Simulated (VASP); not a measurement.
# Ti (Im-3m) in VASP: a series of runs

Runs on Ti. Level: revPBE. Tasks: single point, relaxation of cell and atoms.

All numbers are computed with VASP 6.6.1; they aren't measurements. Logs are shortened: lines on timing, memory, paths and dates and some standing lists are left out, and cuts for length are marked.

## Step 1: The cell of the first run

Symmetry: Im-3m, No. 229, cubic system. Conventional cell: a = 3.411 Å, b = 3.411 Å, c = 3.411 Å, α = 90.00°, β = 90.00°, γ = 90.00°. Ti (site symmetry m-3m) has 14 Ti at 2.95 to 3.41 Å within 3.9 Å.

## Step 2: Single point, revPBE (volume scaled by 1.12)

The input, INCAR:

```
PREC = Accurate ; ENCUT = 520
EDIFF = 1E-7 ; ISMEAR = -1
SIGMA = 0.1 ; LREAL = False
LASPH = True ; NELM = 100
ALGO = Normal ; ISIF = 2
LWAVE = False ; LCHARG = False
GGA = RE ; NBANDS = 12
```

The input, KPOINTS:

```
Automatic mesh
0
Gamma
  15 15 15
```

The input, POSCAR:

```
Ti
1.0
   -1.7054309480      1.7054309480      1.7054309480
    1.7054309480     -1.7054309480      1.7054309480
    1.7054309480      1.7054309480     -1.7054309480
Ti
1
Direct
    0.0000000000      0.0000000000      0.0000000000
```

Potentials or basis: VASP PAW PBE potentials, release 64 (Ti_sv).

Command:

```
$ cat potpaw_PBE.64/Ti_sv/POTCAR > POTCAR
$ mpirun -np 1 vasp_std > vasp.out
```

OUTCAR:

```text
PREC = Accurate
   ENCUT = 520
   EDIFF = 1E-7
   ISMEAR = -1
   LREAL = False
   LASPH = True
   NELM = 100
   ISIF = 2
   GGA = RE

 ion  position               nearest neighbor table
   1  0.000  0.000  0.000-

  LATTYP: Found a body centered cubic cell.
 ALAT       =     3.4108618960

  Lattice vectors:

 A1 = (  -1.7054309480,   1.7054309480,   1.7054309480)
 A2 = (   1.7054309480,  -1.7054309480,   1.7054309480)
 A3 = (   1.7054309480,   1.7054309480,  -1.7054309480)

Analysis of symmetry for initial positions (statically):
=====================================================================
 Subroutine PRICEL returns:
 Original cell was already a primitive cell.

 Routine SETGRP: Setting up the symmetry group for a
 body centered cubic supercell.

 Subroutine GETGRP returns: Found 48 space group operations
[... 9 lines left out ...]

 Routine SETGRP: Setting up the symmetry group for a
 body centered cubic supercell.

 Subroutine GETGRP returns: Found 48 space group operations
[... 11 lines left out ...]
                                     Primitive cell

  volume of cell :      19.8409

  direct lattice vectors                    reciprocal lattice vectors
    -1.705430948  1.705430948  1.705430948     0.000000000  0.293181029  0.293181029
     1.705430948 -1.705430948  1.705430948     0.293181029  0.000000000  0.293181029
     1.705430948  1.705430948 -1.705430948     0.293181029  0.293181029  0.000000000

  length of vectors
     2.953893051  2.953893051  2.953893051     0.414620587  0.414620587  0.414620587

  position of ions in fractional coordinates (direct lattice)
     0.000000000  0.000000000  0.000000000

  ion indices of the primitive-cell ions
   primitive index   ion index
                 1           1

----------------------------------------------------------------------------------------

 KPOINTS: Automatic mesh

Automatic generation of k-mesh.
 Grid dimensions read from file:
 generate k-points for:   15   15   15

 Generating k-lattice:

  Cartesian coordinates                     Fractional coordinates (reciprocal lattice)
     0.000000000  0.019545402  0.019545402     0.066666667  0.000000000  0.000000000
     0.019545402  0.000000000  0.019545402     0.000000000  0.066666667  0.000000000
     0.019545402  0.019545402  0.000000000     0.000000000  0.000000000  0.066666667

  Length of vectors
     0.027641372  0.027641372  0.027641372

  Shift w.r.t. Gamma in fractional coordinates (k-lattice)
     0.000000000  0.000000000  0.000000000

 Subroutine IBZKPT returns following result:
 ===========================================

 Found    120 irreducible k-points:

 Following reciprocal coordinates:
            Coordinates               Weight
  0.000000  0.000000  0.000000      1.000000
  0.066667  0.000000  0.000000     12.000000
  0.133333  0.000000  0.000000     12.000000
  0.200000  0.000000  0.000000     12.000000
  0.266667  0.000000  0.000000     12.000000
  0.333333  0.000000  0.000000     12.000000
[... 16 lines left out ...]
  0.333333  0.200000  0.000000     48.000000
  0.400000  0.200000  0.000000     24.000000
 [... further k-points ...]
   k-points           NKPTS =    120   k-points in BZ     NKDIM =    120   number of bands    NBANDS=     12
   number of dos      NEDOS =    301   number of ions     NIONS =      1
   total plane-waves  NPLWV =  13824
   dimension x,y,z NGX =    24 NGY =   24 NGZ =   24
   dimension x,y,z NGXF=    48 NGYF=   48 NGZF=   48
   ions per type =               1
   NGX,Y,Z   is equivalent  to a cutoff of  13.51, 13.51, 13.51 a.u.
   NGXF,Y,Z  is equivalent  to a cutoff of  27.01, 27.01, 27.01 a.u.
 SYSTEM =  unknown system
   PREC   = accura    normal or accurate (medium, high low for compatibility)
   ISTART =      0    job   : 0-new  1-cont  2-samecut
   ICHARG =      2    charge: 1-file 2-atom 10-const
   ISPIN  =      1    spin polarized calculation?
   LNONCOLLINEAR =      F non collinear calculations
   LSORBIT =      F    spin-orbit coupling
   LASPH  =      T    aspherical Exc in radial PAW
   ENCUT  =  520.0 eV  38.22 Ry    6.18 a.u.   5.49  5.49  5.49*2*pi/ulx,y,z
   NELM   =    100;   NELMIN=  2; NELMDL= -5     # of ELM steps
   EDIFF  = 0.1E-06   stopping-criterion for ELM
   LREAL  =      F    real-space projection
   EDIFFG = 0.1E-05   stopping-criterion for IOM
   NSW    =      0    number of steps for IOM
   IBRION =     -1    ionic relax: 0-MD 1-quasi-New 2-CG
   NFREE  =      0    steps in history (QN), initial steepest desc. (CG)
   ISIF   =      2    stress and relaxation
   ISYM   =      2    0-nonsym 1-usesym 2-fastsym
   POTIM  = 0.5000    time-step for ionic-motion
   TEBEG  =    0.0;   TEEND  =   0.0 temperature during run
   PSTRESS=    0.0 pullay stress
   NELECT =      12.0000    total number of electrons
   NUPDOWN=      -1.0000    fix difference up-down
   EMIN   =  10.00;   EMAX   =-10.00  energy-range for DOS
   EFERMI =   0.00;   METHOD = LEGACY
   ISMEAR =    -1;   SIGMA  =   0.10  broadening in eV -4-tet -1-fermi 0-gaus
   EFERMI_NEDOS =   21; number of points for ismear=-14 and -15
   IALGO  =     38    algorithm
   IMIX   =      4    mixing-type and parameters
     AMIX     =   0.40;   BMIX     =  1.00
     AMIX_MAG =   1.60;   BMIX_MAG =  1.00
  volume/ion in A,a.u.               =      19.84       133.89
  Fermi-wavevector in a.u.,A,eV,Ry     =   1.384462  2.616254 26.078772  1.916736
  Thomas-Fermi vector in A             =   2.508964
   LORBIT       =      0    0 simple, 1 ext, 2 COOP (PROOUT), +10 PAW based schemes
   GGA     = RE    functional components
   LHFCALC =     F    Hartree Fock is set to
   AEXX    =    0.0000 exact exchange contribution
   IVDW    =     0    specifies the selected vdW correction
   LEPSILON=     F    determine dielectric tensor
   LRPA    =     F    only Hartree local field effects (RPA)
 non-spin polarized calculation
  energy-cutoff  :      520.00
  volume of cell :       19.84
 maximum number of plane-waves:       555
 NGX is ok and might be reduce to    24
   NGX = 11   NGY = 11   NGZ = 11

 number of electron      11.9999996 magnetization

 Free energy of the ion-electron system (eV)
  ---------------------------------------------------
  ext. energy  EPLUGINS =         0.00000000
  ---------------------------------------------------
  free energy    TOTEN  =        -7.37411773 eV

  energy without entropy =       -7.28261539  energy(sigma->0) =       -7.32836656

 E-fermi :   6.8671     XC(G=0): -10.8033

 val. band max:        6.8627373289   @ k =  -0.3333  -0.4667   0.0667
 cond. band min:       6.8925195700   @ k =   0.2667   0.0667   0.0667
 fundamental gap:      0.0297822411
 Fermi energy:         6.8670985197

 k-point     1 :       0.0000    0.0000    0.0000
  band No.  band energies     occupation
      1     -50.0492      2.00000
      2     -25.9809      2.00000
      3     -25.9809      2.00000
      4     -25.9809      2.00000
      5       1.2084      2.00000
      6       7.7339      0.00034
      7       7.7339      0.00034
      8       7.7339      0.00034
      9       9.2146      0.00000
     10       9.2146      0.00000
     11      23.3045      0.00000
     12      23.3045      0.00000

 k-point     2 :       0.0667    0.0000    0.0000
  band No.  band energies     occupation
      1     -50.0460      2.00000
      2     -26.0000      2.00000
      3     -25.9869      2.00000
      4     -25.9809      2.00000
      5       1.3431      2.00000
      6       7.6771      0.00061
      7       7.7181      0.00040
      8       7.8258      0.00014
      9       9.1508      0.00000
     10       9.2183      0.00000
     11      22.9775      0.00000
     12      23.2594      0.00000

 k-point     3 :       0.1333    0.0000    0.0000
  band No.  band energies     occupation
      1     -50.0369      2.00000
      2     -26.0537      2.00000
      3     -26.0041      2.00000
      4     -25.9811      2.00000
      5       1.7362      2.00000
      6       7.5208      0.00289
      7       7.6419      0.00086
      8       8.0939      0.00001
      9       9.0206      0.00000
     10       9.2319      0.00000
     11      22.0124      0.00000
     12      22.9554      0.00000

 k-point     4 :       0.2000    0.0000    0.0000
  band No.  band energies     occupation
      1     -50.0235      2.00000
      2     -26.1319      2.00000
      3     -26.0294      2.00000
      4     -25.9813      2.00000
      5       2.3519      2.00000
      6       7.3007      0.02585
      7       7.4598      0.00532
      8       8.5142      0.00000
      9       8.9506      0.00000
     10       9.2616      0.00000
     11      20.5052      0.00000
     12      22.2161      0.00000

 k-point     5 :       0.2667    0.0000    0.0000
  band No.  band energies     occupation
      1     -50.0081      2.00000
      2     -26.2208      2.00000
      3     -26.0581      2.00000
      4     -25.9816      2.00000
      5       3.1167      2.00000
      6       7.0611      0.25136
      7       7.2248      0.05442
      8       8.9894      0.00000
      9       9.0426      0.00000
     10       9.3102      0.00000
     11      18.7091      0.00000
     12      21.2725      0.00000

 k-point     6 :       0.3333    0.0000    0.0000
  band No.  band energies     occupation
      1     -49.9933      2.00000
      2     -26.3046      2.00000
      3     -26.0856      2.00000
      4     -25.9818      2.00000
      5       3.8887      2.00000
      6       6.8436      1.11699
      7       7.1053      0.16911
      8       9.0834      0.00000
      9       9.3728      0.00000
     10       9.6077      0.00000
     11      16.9060      0.00000
     12      20.4013      0.00000

 k-point     7 :       0.4000    0.0000    0.0000
  band No.  band energies     occupation
      1     -49.9818      2.00000
      2     -26.3695      2.00000
      3     -26.1069      2.00000
      4     -25.9820      2.00000
      5       4.4494      2.00000
      6       6.6807      1.73142
      7       7.2674      0.03588
      8       9.1618      0.00000
      9       9.4336      0.00000
     10      10.1048      0.00000
     11      15.3568      0.00000
     12      19.7527      0.00000

 k-point     8 :       0.4667    0.0000    0.0000
  band No.  band energies     occupation
      1     -49.9754      2.00000
      2     -26.4047      2.00000
      3     -26.1185      2.00000
      4     -25.9821      2.00000
      5       4.6865      2.00000
      6       6.5940      1.87762
      7       7.5866      0.00150
      8       9.1830      0.00000
      9       9.4718      0.00000
     10      10.4043      0.00000
     11      14.3962      0.00000
     12      19.4086      0.00000
[... 166 lines left out ...]
 k-point    20 :       0.4000    0.1333   -0.0000
  band No.  band energies     occupation
      1     -49.9724      2.00000
      2     -26.3814      2.00000
      3     -26.1412      2.00000
      4     -26.0068      2.00000
      5       5.0092      2.00000
      6       6.5959      1.87541
      7       7.1282      0.13687
      8       9.1289      0.00000
      9       9.6080      0.00000
     10      11.0035      0.00000
     11      14.3666      0.00000
     12      18.3379      0.00000

 k-point    21 :       0.2000    0.2000    0.0000
  band No.  band energies     occupation
      1     -49.9898      2.00000
      2     -26.2898      2.00000
      3     -26.0961      2.00000
      4     -26.0139      2.00000
      5       4.1883      2.00000
      6       6.6982      1.68808
      7       6.9505      0.60571
      8       8.8911      0.00000
      9       9.4826      0.00000
     10      10.0166      0.00000
     11      18.0882      0.00000
     12      18.1557      0.00000

 k-point    22 :       0.2667    0.2000    0.0000
  band No.  band energies     occupation
      1     -49.9789      2.00000
      2     -26.3273      2.00000
      3     -26.1351      2.00000
      4     -26.0196      2.00000
      5       4.8745      2.00000
      6       6.5086      1.94603
      7       6.8624      1.02339
      8       9.0014      0.00000
      9       9.5197      0.00000
     10      10.7155      0.00000
     11      16.3433      0.00000
     12      17.4839      0.00000

 k-point    23 :       0.3333    0.2000    0.0000
  band No.  band energies     occupation
      1     -49.9715      2.00000
      2     -26.3492      2.00000
      3     -26.1662      2.00000
      4     -26.0223      2.00000
      5       5.2867      2.00000
      6       6.5010      1.94985
      7       6.8230      1.21690
      8       9.1128      0.00000
      9       9.5602      0.00000
     10      11.4110      0.00000
     11      14.8621      0.00000
     12      17.0321      0.00000

 k-point    24 :       0.4000    0.2000    0.0000
  band No.  band energies     occupation
      1     -49.9688      2.00000
      2     -26.3561      2.00000
      3     -26.1781      2.00000
      4     -26.0231      2.00000
      5       5.3895      2.00000
      6       6.5467      1.92198
      7       6.8257      1.20416
      8       9.1505      0.00000
      9       9.5949      0.00000
     10      11.8035      0.00000
     11      14.1724      0.00000
     12      16.8636      0.00000

 [... further k-points ...]

------------------------ aborting loop because EDIFF is reached ----------------------------------------

  FORCE on cell =-STRESS in cart. coord.  units (eV):
  Direction    XX          YY          ZZ          XY          YZ          ZX
  --------------------------------------------------------------------------------------
  -------------------------------------------------------------------------------------
  Total       -1.1678937     -1.1678937     -1.1678937     -0.0000000      0.0000000      0.0000000
  in kB      -94.3086432    -94.3086432    -94.3086432     -0.0000000      0.0000000      0.0000000
  external PRESSURE =     -94.3086432 kB  Pullay stress =       0.0000000 kB

 VOLUME and BASIS-vectors are now :
 -----------------------------------------------------------------------------
  energy-cutoff  :      520.00
  volume of cell :       19.84
      direct lattice vectors                 reciprocal lattice vectors
    -1.705430948  1.705430948  1.705430948     0.000000000  0.293181029  0.293181029
     1.705430948 -1.705430948  1.705430948     0.293181029  0.000000000  0.293181029
     1.705430948  1.705430948 -1.705430948     0.293181029  0.293181029  0.000000000

 POSITION                                       TOTAL-FORCE (eV/Angst)
 -----------------------------------------------------------------------------------
      0.00000      0.00000      0.00000         0.000000     -0.000000      0.000000
 -----------------------------------------------------------------------------------
    total drift:                                0.000000      0.000000      0.000000

  FREE ENERGIE OF THE ION-ELECTRON SYSTEM (eV)
  ---------------------------------------------------
  free  energy   TOTEN  =        -7.3741177265 eV

  energy  without entropy=       -7.2826153887  energy(sigma->0) =       -7.32836656
```

Run time: 17 s. Hardware: 1 thread of Intel Xeon 6975P-C, shared host; peak memory 0.15 GiB.

Results:

```
Free energy            : -7.3741 eV
Pressure               : -9.4 GPa
Band gap on the k mesh : zero (band 6 reaches 7.73 eV, above the bottom of band 7 at 6.31 eV)
```

Levels at points of the mesh, in eV from the Fermi level:
```csv
k point,band 3,band 4,band 5,band 6,band 7,band 8,band 9,band 10
"(0.00, 0.00, 0.00)",-32.85,-32.85,-5.66,0.87,0.87,0.87,2.35,2.35
```

Caveat: the PAW data sets were made with another functional, which shifts forces and pressure a little.

(Continued in part 2 of 2.)
